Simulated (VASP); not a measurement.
A run of VASP 6.6.1:

Contents of INCAR:

```
ALGO     = Normal         # electronic algorithm
EDIFF    = 1E-6           # SCF threshold, eV
ENCUT    = 520            # plane-wave cutoff, eV
GGA      = PE             # functional
ISIF     = 2              # what is computed and relaxed
ISMEAR   = -1             # smearing method
LASPH    = True           # aspherical terms in the spheres
LCHARG   = False          # write CHGCAR
LREAL    = False          # projectors in reciprocal space
LWAVE    = False          # write WAVECAR
NBANDS   = 17             # bands
NELM     = 100            # most SCF steps
PREC     = Accurate       # precision mode
SIGMA    = 0.05           # smearing width, eV
```

Contents of KPOINTS:

```
k-points
0
Gamma
  9 9 9
```

POSCAR

```
SnTe
1.0
    0.0000000000      3.6306268013      3.6306268013
    3.6306268013      0.0000000000      3.6306268013
    3.6306268013      3.6306268013      0.0000000000
Sn Te
1 1
Direct
    0.0000000000      0.0000000000      0.0000000000
    0.2500000000      0.2500000000      0.2500000000
```

Potentials or basis: VASP PAW PBE potentials, release 64 (Sn_d, Te).

Launch:

```console
$ cat potpaw_PBE.64/Sn_d/POTCAR potpaw_PBE.64/Te/POTCAR > POTCAR
$ mpirun -np 1 vasp_std > vasp.out
```

Hardware: 1 thread of AMD EPYC 9R45 96-Core Processor (Zen 5), with other jobs on the host.

**Question.** Estimate the wall time of this run.

**Answer.** Wall time 37 s on 1 thread of AMD EPYC 9R45 96-Core Processor (Zen 5), on a shared host, peak memory 0.23 GiB. Counts: scf iterations 14, k points 35.
